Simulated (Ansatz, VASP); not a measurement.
## BI: VASP beside Ansatz

```
B I
1.0
     6.20294    0.00000    0.00000
    -3.10147    5.37190    0.00000
     0.00000    0.00000    4.03064
B I
3 3
Direct
  0.50000 0.00000 0.00000
  0.50000 0.50000 0.00000
  0.00000 0.50000 0.00000
  0.00000 0.00000 0.00000
  0.33333 0.66667 0.50000
  0.66667 0.33333 0.50000
```

Alike in both runs: functional PBE; k mesh 6 × 6 × 8; occupations gaussian, width 0.1 eV; no spin polarisation.

Ansatz relaxed the structure, and its values are those at the end. VASP's run is a single point on that final structure, the one shown.

```csv
,VASP,Ansatz
version,VASP 6.6.1,Ansatz 0.2.0
potentials or method,"VASP PAW PBE potentials, release 64 (B, I), cutoff 520 eV","scalar-relativistic, plane waves, PAW"
valence electrons in the cell,30,60
```

|  | VASP | Ansatz | Ansatz less VASP |
| --- | --- | --- | --- |
| gap on the k mesh at the Fermi level (eV) | none | none | - |
| pressure (GPa) | 0.0 | 0.0 | +0.04 |

A gap of «none» marks a metal or a gap that the smearing closes. VASP's potentials hold 30 valence electrons a cell and Ansatz's 60, so a difference there can come from the potentials and not from the codes.

Spin-orbit coupling is off throughout.
